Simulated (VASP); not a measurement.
# ZnS (I-4m2) in VASP: further runs, part 2 of 2

VASP 6.6.1. Earlier steps stand in the parts before.

**4. Single point, PBE (strain -0.015 along x and y, +0.030 along z)**

Input file INCAR:

```
ALGO = Normal
EDIFF = 1E-6
ENCUT = 520
GGA = PE
ISIF = 2
ISMEAR = 0
LASPH = True
LCHARG = False
LREAL = False
LWAVE = False
NBANDS = 16
NELM = 60
PREC = Accurate
SIGMA = 0.05
```

Input file KPOINTS:

```
k-points
0
Gamma
  8 8 8
```

Input file POSCAR:

```
ZnS
1.0
    0.0000000000      2.6807405248      2.8032109041
    2.6807405248      0.0000000000      2.8032109041
    2.6807405248      2.6807405248      0.0000000000
Zn S
1 1
Direct
    0.0000000000      0.0000000000      0.0000000000
    0.7500000000      0.7500000000      0.7500000000
```

Potentials or basis: VASP PAW PBE potentials, release 64 (Zn, S).

On the command line:

```console
> cat potpaw_PBE.64/Zn/POTCAR potpaw_PBE.64/S/POTCAR > POTCAR
> mpirun -np 1 vasp_std > vasp.out
```

OUTCAR:

```text
EDIFF = 1E-6
   ENCUT = 520
   GGA = PE
   ISIF = 2
   ISMEAR = 0
   LASPH = True
   LREAL = False
   NELM = 60
   PREC = Accurate

 ion  position               nearest neighbor table
   1  0.000  0.000  0.000-   2 2.36   2 2.36   2 2.36   2 2.36
   2  0.750  0.750  0.750-   1 2.36   1 2.36   1 2.36   1 2.36

  LATTYP: Found a body centered tetragonal cell.
 ALAT       =     3.7911396074
 C/A-ratio  =     1.4788223038

  Lattice vectors:

 A1 = (  -2.6807405248,   0.0000000000,   2.8032109041)
 A2 = (   2.6807405248,   0.0000000000,   2.8032109041)
 A3 = (   0.0000000000,   2.6807405248,  -2.8032109041)

Analysis of symmetry for initial positions (statically):
=====================================================================
 Subroutine PRICEL returns:
 Original cell was already a primitive cell.

 Routine SETGRP: Setting up the symmetry group for a
 body centered tetragonal supercell.

 Subroutine GETGRP returns: Found  8 space group operations
 (whereof  8 operations were pure point group operations)
[... 158 lines left out ...]
  ---------------------------------------------------
  ext. energy  EPLUGINS =         0.00000000
  ---------------------------------------------------
  free energy    TOTEN  =        -6.84511080 eV

  energy without entropy =       -6.84511080  energy(sigma->0) =       -6.84511080

 E-fermi :   2.2271     XC(G=0):  -9.5339

 val. band max:        1.9672102345   @ k =   0.0000   0.0000   0.0000
 cond. band min:       3.9265804900   @ k =   0.0000   0.0000   0.0000
 fundamental gap:      1.9593702555
 Fermi energy:         2.2271137144

 k-point     1 :       0.0000    0.0000    0.0000
  band No.  band energies     occupation
      1     -11.0786      2.00000
      2      -4.3608      2.00000
      3      -4.3333      2.00000
      4      -4.3333      2.00000
      5      -3.8778      2.00000
      6      -3.8666      2.00000
[... 433 lines left out ...]
      3      -4.2252      2.00000
      4      -4.1551      2.00000
      5      -3.8682      2.00000
      6      -3.8347      2.00000
[... 8 lines left out ...]
     15      14.4704      0.00000
     16      15.0802      0.00000

 [... further k-points ...]
[... 5 lines left out ...]
  --------------------------------------------------------------------------------------
  -------------------------------------------------------------------------------------
  Total        0.2078773      0.2078773     -0.2889594      0.0000000      0.0000000      0.0000000
  in kB        8.2665105      8.2665105    -11.4908461      0.0000000      0.0000000      0.0000000
  external PRESSURE =       1.6807249 kB  Pullay stress =       0.0000000 kB

 VOLUME and BASIS-vectors are now :
 -----------------------------------------------------------------------------
  energy-cutoff  :      520.00
  volume of cell :       40.29
      direct lattice vectors                 reciprocal lattice vectors
     0.000000000  2.680740525  2.803210904    -0.186515627  0.186515627  0.178366886
     2.680740525  0.000000000  2.803210904     0.186515627 -0.186515627  0.178366886
     2.680740525  2.680740525  0.000000000     0.186515627  0.186515627 -0.178366886

 POSITION                                       TOTAL-FORCE (eV/Angst)
 -----------------------------------------------------------------------------------
      0.00000      0.00000      0.00000         0.000000      0.000000      0.000000
      4.02111      4.02111      4.20482        -0.000000     -0.000000     -0.000000
 -----------------------------------------------------------------------------------
    total drift:                               -0.000006     -0.000006     -0.000016

  FREE ENERGIE OF THE ION-ELECTRON SYSTEM (eV)
  ---------------------------------------------------
  free  energy   TOTEN  =        -6.8451108033 eV

  energy  without entropy=       -6.8451108033  energy(sigma->0) =       -6.84511080
```

stdout:

```text
POSCAR found type information on POSCAR ZnS
 POSCAR found :  2 types and       2 ions
 scaLAPACK will be used
 LDA part: xc-table for (Slater+PW92), standard interpolation
 POSCAR, INCAR and KPOINTS ok, starting setup
 FFT: planning ... GRIDC
 FFT: planning ... GRID_SOFT
 FFT: planning ... GRID
 WAVECAR not read
 entering main loop
```

Run time: 42 s. Hardware: 1 thread of Intel Xeon 8259CL, shared host; peak memory 0.18 GiB.

Results:

| Item | Value |
| --- | --- |
| Free energy | -6.8451 eV |
| Pressure | 0.2 GPa |
| Band gap on the k mesh | 1.96 eV |

Stress tensor (GPa, compression positive):
```
 0.83  0.00  0.00
 0.00  0.83  0.00
 0.00  0.00 -1.15
```

Caveat: the cell differs from its parent crystal (strain -0.015 along x and y, +0.030 along z).

**5. Single point, PBE (strain +0.000 along x and y, +0.015 along z)**

Input file INCAR:

```
SYSTEM = ZnS
PREC     = Accurate       ! precision mode
ENCUT    = 520            ! plane-wave cutoff, eV
EDIFF    = 1E-7           ! SCF threshold, eV
ISMEAR   = 0              ! smearing method
SIGMA    = 0.05           ! smearing width, eV
LREAL    = .FALSE.        ! projectors in reciprocal space
LASPH    = .TRUE.         ! aspherical terms in the spheres
NELM     = 80             ! most SCF steps
ALGO     = Normal         ! electronic algorithm
ISIF     = 2              ! what is computed and relaxed
LWAVE    = .FALSE.        ! write WAVECAR
LCHARG   = .FALSE.        ! write CHGCAR
GGA      = PE             ! functional
NBANDS   = 16             ! bands
```

Input file KPOINTS:

```
Automatic mesh
0
G
  8 8 8
  0 0 0
```

Input file POSCAR:

```
ZnS
1.0
    0.0000000000      2.7215639846      2.7623874444
    2.7215639846      0.0000000000      2.7623874444
    2.7215639846      2.7215639846      0.0000000000
Zn S
1 1
Direct
    0.0000000000      0.0000000000      0.0000000000
    0.7500000000      0.7500000000      0.7500000000
```

On the command line:

```console
> cat potpaw_PBE.64/Zn/POTCAR potpaw_PBE.64/S/POTCAR > POTCAR
> mpirun -np 1 vasp_std > vasp.out
```

Wall time 51 s (1 thread of Intel Xeon 8259CL, shared host); peak memory 0.19 GiB.

It converged, with:

```
Free energy            : -6.8503 eV
Pressure               : -0.8 GPa
Band gap on the k mesh : 1.94 eV
```

Stress tensor (GPa, compression positive):
```
-0.64  0.00  0.00
 0.00 -0.64  0.00
 0.00  0.00 -1.27
```

Levels at points of the mesh, in eV from the valence-band top:
```
           k point  band 6  band 7  band 8  band 9  band 10  band 11  band 12  band 13
(0.00, 0.00, 0.00)   -5.76   -0.05    0.00    0.00     1.94     6.40     6.40     6.40
(0.50, 0.00, 0.00)   -5.57   -5.07   -0.87   -0.79     3.22     6.87     6.99     8.72
(0.50, 0.50, 0.00)   -5.57   -4.49   -2.06   -2.06     3.52     4.15    10.60    11.72
(0.50, 0.00, 0.50)   -5.55   -4.40   -2.15   -2.12     3.45     4.01    10.76    11.63
```

Caveat: the cell differs from its parent crystal (strain +0.000 along x and y, +0.015 along z).

**6. The runs side by side**

| cell | smearing | gap on the mesh (eV) | pressure (GPa) |
| --- | --- | --- | --- |
| a = 3.849, b = 3.849, c = 3.791 Å, angles 60.5, 60.5, 59.0°, 2 atoms | gaussian 0.05 eV | 2.05 | 1.3 |
| a = 3.820, b = 3.820, c = 3.849 Å, angles 59.8, 59.8, 60.5°, 2 atoms | tetrahedron | 2.05 | 1.3 |
| a = 3.879, b = 3.879, c = 3.791 Å, angles 60.7, 60.7, 58.5°, 2 atoms | gaussian 0.05 eV | 1.96 | 0.2 |
| a = 3.878, b = 3.878, c = 3.849 Å, angles 60.2, 60.2, 59.5°, 2 atoms | gaussian 0.05 eV | 1.94 | -0.8 |

Alike in all rows: task single point; level PBE; potentials or basis VASP PAW PBE potentials, release 64 (Zn, S); no spin polarisation; k mesh 8 × 8 × 8; cutoff (eV) 520.

Absolute energies hang on the potentials; compare differences alone.
